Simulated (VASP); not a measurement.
# GaAs (F-43m) in VASP: notebook

The runs below take GaAs through single point, with PBE.

Program: VASP 6.6.1. These are calculated values, not measurements. Logs are shortened: lines on timing, memory, paths and dates and some standing lists are left out, and cuts for length are marked.

## 1. The cell of the first run

It takes space group F-43m (No. 216, cubic). Conventional cell: a = 5.554 Å, b = 5.554 Å, c = 5.554 Å, α = 90.00°, β = 90.00°, γ = 90.00°. Within 3.2 Å of Ga (site symmetry -43m) lie 4 As at 2.40 Å. As (site symmetry -43m) has 4 Ga at 2.40 Å within 3.2 Å.

## 2. Single point, PBE

The input, INCAR:

```
PREC = Accurate
ENCUT = 500
EDIFF = 1E-6
ISMEAR = -1
SIGMA = 0.1
LREAL = False
LASPH = True
NELM = 120
ALGO = Normal
ISIF = 2
LWAVE = False
LCHARG = False
GGA = PE
NBANDS = 16
GGA_COMPAT = False
```

The input, KPOINTS:

```
regular mesh
0
Gamma
  6 6 6
```

The input, POSCAR:

```
GaAs
1.0
    0.0000000000      2.7768710000      2.7768710000
    2.7768710000      0.0000000000      2.7768710000
    2.7768710000      2.7768710000      0.0000000000
Ga As
1 1
Direct
    0.0000000000      0.0000000000      0.0000000000
    0.2500000000      0.2500000000      0.2500000000
```

Potentials or basis: VASP PAW PBE potentials, release 64 (Ga_d, As).

Run with:

```
$ cat potpaw_PBE.64/Ga_d/POTCAR potpaw_PBE.64/As/POTCAR > POTCAR
$ mpirun -np 1 vasp_std > vasp.out
```

OUTCAR:

```text
PREC = Accurate
   ENCUT = 500
   EDIFF = 1E-6
   ISMEAR = -1
   LREAL = False
   LASPH = True
   NELM = 120
   ISIF = 2
   GGA = PE

 ion  position               nearest neighbor table
   1  0.000  0.000  0.000-   2 2.40   2 2.40   2 2.40   2 2.40
   2  0.250  0.250  0.250-   1 2.40   1 2.40   1 2.40   1 2.40

  LATTYP: Found a face centered cubic cell.
 ALAT       =     5.5537420000

  Lattice vectors:

 A1 = (   0.0000000000,   2.7768710000,   2.7768710000)
 A2 = (   2.7768710000,   0.0000000000,   2.7768710000)
 A3 = (   2.7768710000,   2.7768710000,   0.0000000000)

Analysis of symmetry for initial positions (statically):
=====================================================================
 Subroutine PRICEL returns:
 Original cell was already a primitive cell.

 Routine SETGRP: Setting up the symmetry group for a
 face centered cubic supercell.

 Subroutine GETGRP returns: Found 24 space group operations
 (whereof 24 operations were pure point group operations)
 out of a pool of 48 trial point group operations.

The static configuration has the point symmetry T_d .

Analysis of symmetry for dynamics (positions and initial velocities):
=====================================================================
 Subroutine PRICEL returns:
 Original cell was already a primitive cell.

 Routine SETGRP: Setting up the symmetry group for a
 face centered cubic supercell.

 Subroutine GETGRP returns: Found 24 space group operations
 (whereof 24 operations were pure point group operations)
 out of a pool of 48 trial point group operations.

The dynamic configuration has the point symmetry T_d .

 Subroutine INISYM returns: Found 24 space group operations
 (whereof 24 operations are pure point group operations),
 and found     1 'primitive' translations

----------------------------------------------------------------------------------------

                                     Primitive cell

  volume of cell :      42.8250

  direct lattice vectors                    reciprocal lattice vectors
     0.000000000  2.776871000  2.776871000    -0.180058778  0.180058778  0.180058778
     2.776871000  0.000000000  2.776871000     0.180058778 -0.180058778  0.180058778
     2.776871000  2.776871000  0.000000000     0.180058778  0.180058778 -0.180058778

  length of vectors
     3.927088629  3.927088629  3.927088629     0.311870953  0.311870953  0.311870953

  position of ions in fractional coordinates (direct lattice)
     0.000000000  0.000000000  0.000000000
     0.250000000  0.250000000  0.250000000

  ion indices of the primitive-cell ions
   primitive index   ion index
                 1           1
                 2           2

----------------------------------------------------------------------------------------

 KPOINTS: regular mesh

Automatic generation of k-mesh.
 Grid dimensions read from file:
 generate k-points for:    6    6    6

 Generating k-lattice:

  Cartesian coordinates                     Fractional coordinates (reciprocal lattice)
    -0.030009796  0.030009796  0.030009796     0.166666667  0.000000000  0.000000000
     0.030009796 -0.030009796  0.030009796     0.000000000  0.166666667  0.000000000
     0.030009796  0.030009796 -0.030009796     0.000000000  0.000000000  0.166666667

  Length of vectors
     0.051978492  0.051978492  0.051978492

  Shift w.r.t. Gamma in fractional coordinates (k-lattice)
     0.000000000  0.000000000  0.000000000

 Subroutine IBZKPT returns following result:
 ===========================================

 Found     16 irreducible k-points:

 Following reciprocal coordinates:
            Coordinates               Weight
  0.000000  0.000000  0.000000      1.000000
  0.166667  0.000000  0.000000      8.000000
  0.333333  0.000000  0.000000      8.000000
  0.500000  0.000000  0.000000      4.000000
  0.166667  0.166667  0.000000      6.000000
  0.333333  0.166667  0.000000     24.000000
[... 8 lines left out ...]
 -0.333333  0.333333  0.166667     24.000000
 -0.333333  0.500000  0.166667     12.000000
   k-points           NKPTS =     16   k-points in BZ     NKDIM =     16   number of bands    NBANDS=     16
   number of dos      NEDOS =    301   number of ions     NIONS =      2
   total plane-waves  NPLWV =  27000
   dimension x,y,z NGX =    30 NGY =   30 NGZ =   30
   dimension x,y,z NGXF=    60 NGYF=   60 NGZF=   60
   ions per type =               1   1
   NGX,Y,Z   is equivalent  to a cutoff of  12.70, 12.70, 12.70 a.u.
   NGXF,Y,Z  is equivalent  to a cutoff of  25.40, 25.40, 25.40 a.u.
 SYSTEM =  unknown system
   PREC   = accura    normal or accurate (medium, high low for compatibility)
   ISTART =      0    job   : 0-new  1-cont  2-samecut
   ICHARG =      2    charge: 1-file 2-atom 10-const
   ISPIN  =      1    spin polarized calculation?
   LNONCOLLINEAR =      F non collinear calculations
   LSORBIT =      F    spin-orbit coupling
   LASPH  =      T    aspherical Exc in radial PAW
   ENCUT  =  500.0 eV  36.75 Ry    6.06 a.u.   7.16  7.16  7.16*2*pi/ulx,y,z
   NELM   =    120;   NELMIN=  2; NELMDL= -5     # of ELM steps
   EDIFF  = 0.1E-05   stopping-criterion for ELM
   LREAL  =      F    real-space projection
   EDIFFG = 0.1E-04   stopping-criterion for IOM
   NSW    =      0    number of steps for IOM
   IBRION =     -1    ionic relax: 0-MD 1-quasi-New 2-CG
   NFREE  =      0    steps in history (QN), initial steepest desc. (CG)
   ISIF   =      2    stress and relaxation
   ISYM   =      2    0-nonsym 1-usesym 2-fastsym
   POTIM  = 0.5000    time-step for ionic-motion
   TEBEG  =    0.0;   TEEND  =   0.0 temperature during run
   PSTRESS=    0.0 pullay stress
   NELECT =      18.0000    total number of electrons
   NUPDOWN=      -1.0000    fix difference up-down
   EMIN   =  10.00;   EMAX   =-10.00  energy-range for DOS
   EFERMI =   0.00;   METHOD = LEGACY
   ISMEAR =    -1;   SIGMA  =   0.10  broadening in eV -4-tet -1-fermi 0-gaus
   EFERMI_NEDOS =   21; number of points for ismear=-14 and -15
   IALGO  =     38    algorithm
   IMIX   =      4    mixing-type and parameters
     AMIX     =   0.40;   BMIX     =  1.00
     AMIX_MAG =   1.60;   BMIX_MAG =  1.00
  volume/ion in A,a.u.               =      21.41       144.50
  Fermi-wavevector in a.u.,A,eV,Ry     =   1.226309  2.317388 20.460905  1.503834
  Thomas-Fermi vector in A             =   2.361315
   LORBIT       =      0    0 simple, 1 ext, 2 COOP (PROOUT), +10 PAW based schemes
   GGA     = PE    functional components
   LHFCALC =     F    Hartree Fock is set to
   AEXX    =    0.0000 exact exchange contribution
   IVDW    =     0    specifies the selected vdW correction
   LEPSILON=     F    determine dielectric tensor
   LRPA    =     F    only Hartree local field effects (RPA)
 non-spin polarized calculation
  energy-cutoff  :      500.00
  volume of cell :       42.82
 maximum number of plane-waves:      1106
 NGX is ok and might be reduce to    30
   NGX = 15   NGY = 15   NGZ = 15

 number of electron      18.0000013 magnetization

 Free energy of the ion-electron system (eV)
  ---------------------------------------------------
  ext. energy  EPLUGINS =         0.00000000
  ---------------------------------------------------
  free energy    TOTEN  =        -8.14371245 eV

  energy without entropy =       -8.14345251  energy(sigma->0) =       -8.14358248

 E-fermi :   4.9595     XC(G=0):  -9.8268

 val. band max:        4.4587659178   @ k =   0.0000   0.0000   0.0000
 cond. band min:       5.3887122153   @ k =   0.0000   0.0000   0.0000
 fundamental gap:      0.9299462975
 Fermi energy:         4.9595004328

 k-point     1 :       0.0000    0.0000    0.0000
  band No.  band energies     occupation
      1     -10.4656      2.00000
      2     -10.4656      2.00000
      3     -10.4656      2.00000
      4     -10.3725      2.00000
      5     -10.3725      2.00000
      6      -8.6666      2.00000
[... 8 lines left out ...]
     15      14.7092      0.00000
     16      14.7092      0.00000

 k-point     2 :       0.1667    0.0000    0.0000
  band No.  band energies     occupation
      1     -10.4947      2.00000
      2     -10.4584      2.00000
      3     -10.4584      2.00000
      4     -10.3728      2.00000
      5     -10.3728      2.00000
      6      -8.3192      2.00000
[... 8 lines left out ...]
     15      13.5639      0.00000
     16      13.5769      0.00000

 k-point     3 :       0.3333    0.0000    0.0000
  band No.  band energies     occupation
      1     -10.5432      2.00000
      2     -10.4468      2.00000
      3     -10.4468      2.00000
      4     -10.3706      2.00000
      5     -10.3706      2.00000
      6      -7.4180      2.00000
[... 8 lines left out ...]
     15      14.2470      0.00000
     16      14.2470      0.00000

 k-point     4 :       0.5000    0.0000    0.0000
  band No.  band energies     occupation
      1     -10.5642      2.00000
      2     -10.4425      2.00000
      3     -10.4425      2.00000
      4     -10.3679      2.00000
      5     -10.3679      2.00000
      6      -6.7280      2.00000
[... 8 lines left out ...]
     15      16.5873      0.00000
     16      16.5873      0.00000

 k-point     5 :       0.1667    0.1667    0.0000
  band No.  band energies     occupation
      1     -10.5091      2.00000
      2     -10.4514      2.00000
      3     -10.4514      2.00000
      4     -10.3791      2.00000
      5     -10.3687      2.00000
      6      -8.2043      2.00000
[... 8 lines left out ...]
     15      14.3597      0.00000
     16      15.1683      0.00000

 k-point     6 :       0.3333    0.1667    0.0000
  band No.  band energies     occupation
      1     -10.5461      2.00000
      2     -10.4412      2.00000
      3     -10.4382      2.00000
      4     -10.3827      2.00000
      5     -10.3658      2.00000
      6      -7.4767      2.00000
[... 8 lines left out ...]
     15      15.4226      0.00000
     16      15.5427      0.00000

 k-point     7 :       0.5000    0.1667    0.0000
  band No.  band energies     occupation
      1     -10.5685      2.00000
      2     -10.4377      2.00000
      3     -10.4327      2.00000
      4     -10.3773      2.00000
      5     -10.3663      2.00000
      6      -6.5902      2.00000
[... 8 lines left out ...]
     15      16.3491      0.00000
     16      16.6012      0.00000

 k-point     8 :      -0.3333    0.1667    0.0000
  band No.  band energies     occupation
      1     -10.5608      2.00000
      2     -10.4393      2.00000
      3     -10.4373      2.00000
      4     -10.3730      2.00000
      5     -10.3712      2.00000
      6      -6.8443      2.00000
[... 8 lines left out ...]
     15      14.6861      0.00000
     16      16.4949      0.00000

 k-point     9 :      -0.1667    0.1667    0.0000
  band No.  band energies     occupation
      1     -10.5277      2.00000
      2     -10.4502      2.00000
      3     -10.4464      2.00000
      4     -10.3762      2.00000
      5     -10.3703      2.00000
      6      -7.7810      2.00000
[... 8 lines left out ...]
     15      14.5463      0.00000
     16      15.3628      0.00000

 k-point    10 :       0.3333    0.3333    0.0000
  band No.  band energies     occupation
      1     -10.5731      2.00000
      2     -10.4219      2.00000
      3     -10.4219      2.00000
      4     -10.3957      2.00000
      5     -10.3612      2.00000
      6      -6.9772      2.00000
[... 8 lines left out ...]
     15      16.5166      0.00000
     16      17.9554      0.00000

 k-point    11 :       0.5000    0.3333    0.0000
  band No.  band energies     occupation
      1     -10.5868      2.00000
      2     -10.4198      2.00000
      3     -10.4145      2.00000
      4     -10.3946      2.00000
      5     -10.3613      2.00000
      6      -6.2051      2.00000
[... 8 lines left out ...]
     15      16.9878      0.00000
     16      17.8178      0.00000

 k-point    12 :      -0.3333    0.3333    0.0000
  band No.  band energies     occupation
      1     -10.5787      2.00000
      2     -10.4298      2.00000
      3     -10.4207      2.00000
      4     -10.3828      2.00000
      5     -10.3689      2.00000
      6      -6.1252      2.00000
[... 8 lines left out ...]
     15      14.2290      0.00000
     16      19.1288      0.00000

 k-point    13 :       0.5000    0.5000    0.0000
  band No.  band energies     occupation
      1     -10.5989      2.00000
      2     -10.4066      2.00000
      3     -10.4066      2.00000
      4     -10.4047      2.00000
      5     -10.3574      2.00000
      6      -5.9157      2.00000
[... 8 lines left out ...]
     15      18.0411      0.00000
     16      18.0875      0.00000

 k-point    14 :       0.5000    0.3333    0.1667
  band No.  band energies     occupation
      1     -10.5697      2.00000
      2     -10.4331      2.00000
      3     -10.4251      2.00000
      4     -10.3855      2.00000
      5     -10.3655      2.00000
      6      -6.6947      2.00000
[... 8 lines left out ...]
     15      15.8730      0.00000
     16      17.9765      0.00000

 k-point    15 :      -0.3333    0.3333    0.1667
  band No.  band energies     occupation
      1     -10.5783      2.00000
      2     -10.4324      2.00000
      3     -10.4193      2.00000
      4     -10.3824      2.00000
      5     -10.3685      2.00000
      6      -6.1237      2.00000
[... 8 lines left out ...]
     15      16.9590      0.00000
     16      17.5443      0.00000

 k-point    16 :      -0.3333    0.5000    0.1667
  band No.  band energies     occupation
      1     -10.5883      2.00000
      2     -10.4225      2.00000
      3     -10.4124      2.00000
      4     -10.3906      2.00000
      5     -10.3643      2.00000
      6      -5.8618      2.00000
[... 8 lines left out ...]
     15      17.0292      0.00000
     16      18.1492      0.00000

------------------------ aborting loop because EDIFF is reached ----------------------------------------

  FORCE on cell =-STRESS in cart. coord.  units (eV):
  Direction    XX          YY          ZZ          XY          YZ          ZX
  --------------------------------------------------------------------------------------
  -------------------------------------------------------------------------------------
  Total        2.1576966      2.1576966      2.1576966     -0.0000000      0.0000000      0.0000000
  in kB       80.7242172     80.7242172     80.7242172     -0.0000000      0.0000000      0.0000000
  external PRESSURE =      80.7242172 kB  Pullay stress =       0.0000000 kB

 VOLUME and BASIS-vectors are now :
 -----------------------------------------------------------------------------
  energy-cutoff  :      500.00
  volume of cell :       42.82
      direct lattice vectors                 reciprocal lattice vectors
     0.000000000  2.776871000  2.776871000    -0.180058778  0.180058778  0.180058778
     2.776871000  0.000000000  2.776871000     0.180058778 -0.180058778  0.180058778
     2.776871000  2.776871000  0.000000000     0.180058778  0.180058778 -0.180058778

 POSITION                                       TOTAL-FORCE (eV/Angst)
 -----------------------------------------------------------------------------------
      0.00000      0.00000      0.00000         0.000000      0.000000      0.000000
      1.38844      1.38844      1.38844        -0.000000     -0.000000     -0.000000
 -----------------------------------------------------------------------------------
    total drift:                               -0.000000     -0.000000     -0.000000

  FREE ENERGIE OF THE ION-ELECTRON SYSTEM (eV)
  ---------------------------------------------------
  free  energy   TOTEN  =        -8.1437124488 eV

  energy  without entropy=       -8.1434525066  energy(sigma->0) =       -8.14358248
```

Run time: 8.3 s. Hardware: 1 thread of Intel Xeon 6975P-C (Granite Rapids), shared host; peak memory 0.16 GiB.

What came out:

```
Free energy            : -8.1437 eV
Pressure               : 8.1 GPa
Band gap on the k mesh : 0.93 eV, direct
```

Levels at points of the mesh, in eV from the valence-band top:
| k point | band 7 | band 8 | band 9 | band 10 | band 11 | band 12 |
| --- | --- | --- | --- | --- | --- | --- |
| (0.00, 0.00, 0.00) | 0.00 | 0.00 | 0.00 | 0.93 | 3.73 | 3.73 |
| (0.50, 0.00, 0.00) | -6.95 | -1.23 | -1.23 | 1.15 | 4.64 | 4.64 |
| (0.50, 0.50, 0.00) | -7.08 | -2.88 | -2.88 | 1.35 | 1.61 | 10.59 |

A k mesh can miss the band edges. Expect the measured gap to be larger: semilocal functionals such as PBE lack the derivative discontinuity.

## 3. Single point, PBE

The input, INCAR:

```
SYSTEM = GaAs
PREC     = Accurate       ! precision mode
ENCUT    = 500            ! plane-wave cutoff, eV
EDIFF    = 1E-6           ! SCF threshold, eV
ISMEAR   = -1             ! smearing method
SIGMA    = 0.1            ! smearing width, eV
LREAL    = .False.        ! projectors in reciprocal space
LASPH    = .True.         ! aspherical terms in the spheres
NELM     = 120            ! most SCF steps
ALGO     = Normal         ! electronic algorithm
ISIF     = 2              ! what is computed and relaxed
LWAVE    = .False.        ! write WAVECAR
LCHARG   = .False.        ! write CHGCAR
GGA      = PE             ! functional
NBANDS   = 16             ! bands
GGA_COMPAT= .False.
```

The input, KPOINTS:

```
Automatic mesh
0
Gamma
  6 6 6
  0 0 0
```

POSCAR is that of step 2.

Potentials or basis: VASP PAW PBE potentials, release 64 (Ga_d, As).

Run with:

```
$ cat potpaw_PBE.64/Ga_d/POTCAR potpaw_PBE.64/As/POTCAR > POTCAR
$ mpirun -np 1 vasp_std > vasp.out
```

It took 7.3 s on 1 thread of Intel Xeon 6975P-C (Granite Rapids), shared host; peak memory 0.16 GiB.

The run converged. Its results:

```
Free energy            : -8.1437 eV
Pressure               : 8.1 GPa
Band gap on the k mesh : 0.93 eV, direct
```

Levels at points of the mesh, in eV from the valence-band top:
| k point | band 5 | band 6 | band 7 | band 8 | band 9 | band 10 | band 11 | band 12 | band 13 | band 14 |
| --- | --- | --- | --- | --- | --- | --- | --- | --- | --- | --- |
| (0.00, 0.00, 0.00) | -14.83 | -13.13 | 0.00 | 0.00 | 0.00 | 0.93 | 3.73 | 3.73 | 3.73 | 7.75 |
| (0.50, 0.00, 0.00) | -14.83 | -11.19 | -6.95 | -1.23 | -1.23 | 1.15 | 4.64 | 4.64 | 7.79 | 10.81 |
| (0.50, 0.50, 0.00) | -14.82 | -10.37 | -7.08 | -2.88 | -2.88 | 1.35 | 1.61 | 10.59 | 10.59 | 11.48 |

A k mesh can miss the band edges. Expect the measured gap to be larger: semilocal functionals such as PBE lack the derivative discontinuity.
